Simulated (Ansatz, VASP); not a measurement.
**Rh: VASP beside Ansatz**

```xyz
2
Lattice="2.6431 0.0000 0.0000 -1.3216 2.2890 0.0000 0.0000 0.0000 4.3150" Properties=species:S:1:pos:R:3 pbc="T T T"
Rh    1.3216    0.7630    3.2363
Rh    0.0000    1.5260    1.0788
```

Alike in both runs: task single point; functional PBE; k mesh 18 × 18 × 10; occupations gaussian, width 0.15 eV; no spin polarisation.

|  | VASP | Ansatz |
| --- | --- | --- |
| version | VASP 6.6.1 | Ansatz 0.2.0 |
| potentials or method | VASP PAW PBE potentials, release 64 (Rh_pv), cutoff 520 eV | scalar-relativistic, plane waves, PAW |
| valence electrons in the cell | 30 | 34 |

VASP gave:

- gap on the k mesh at the Fermi level (eV): none
- pressure (GPa): 24.1
- traceless stress, the component that is largest in VASP (GPa): -2.70

Q: Estimate Ansatz's values.

A: gap on the k mesh at the Fermi level (eV): none; pressure (GPa): 24.0; traceless stress, the component that is largest in VASP (GPa): -2.70.

A gap of «none» marks a metal or a gap that the smearing closes. VASP's potentials hold 30 valence electrons a cell and Ansatz's 34, so a difference there can come from the potentials and not from the codes.
